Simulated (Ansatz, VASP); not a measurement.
# Two plane-wave programs on Hf2Bi2O

```xyz
5
Lattice="5.2454 0.0000 0.0000 -2.6227 4.5427 0.0000 0.0000 0.0000 5.3596" Properties=species:S:1:pos:R:3 pbc="T T T"
Hf    0.0000    3.0285    1.2859
Hf    0.0000    3.0285    4.0738
Bi    2.6227    1.5142    0.0000
Bi    0.0000    0.0000    0.0000
O     0.0000    0.0000    2.6798
```

Change from the starting cell: species swapped into the La2Cu2I type (P-6m2, No. 187).

Alike in both runs: functional PBE; k mesh 12 × 12 × 8; occupations gaussian, width 0.1 eV; no spin polarisation.

Ansatz relaxed the structure, and its values are those at the end. VASP's run is a single point on that final structure, the one shown.

|  | VASP | Ansatz |
| --- | --- | --- |
| version | VASP 6.6.1 | Ansatz 0.2.0 |
| potentials or method | VASP PAW PBE potentials, release 64 (Hf_pv, Bi_d, O), cutoff 520 eV | scalar-relativistic, plane waves, PAW |
| valence electrons in the cell | 56 | 88 |

Ansatz gave:

```
gap on the k mesh at the Fermi level (eV) : none
pressure (GPa)                            : 0.0
rms of the force components (eV/Å)        : 0.001
```

Question: Estimate VASP's values.

Answer: gap on the k mesh at the Fermi level (eV): none; pressure (GPa): -0.3; rms of the force components (eV/Å): 0.031.

A gap of «none» marks a metal or a gap that the smearing closes. VASP's potentials hold 56 valence electrons a cell and Ansatz's 88, so a difference there can come from the potentials and not from the codes.

Neither program's run includes spin-orbit coupling.
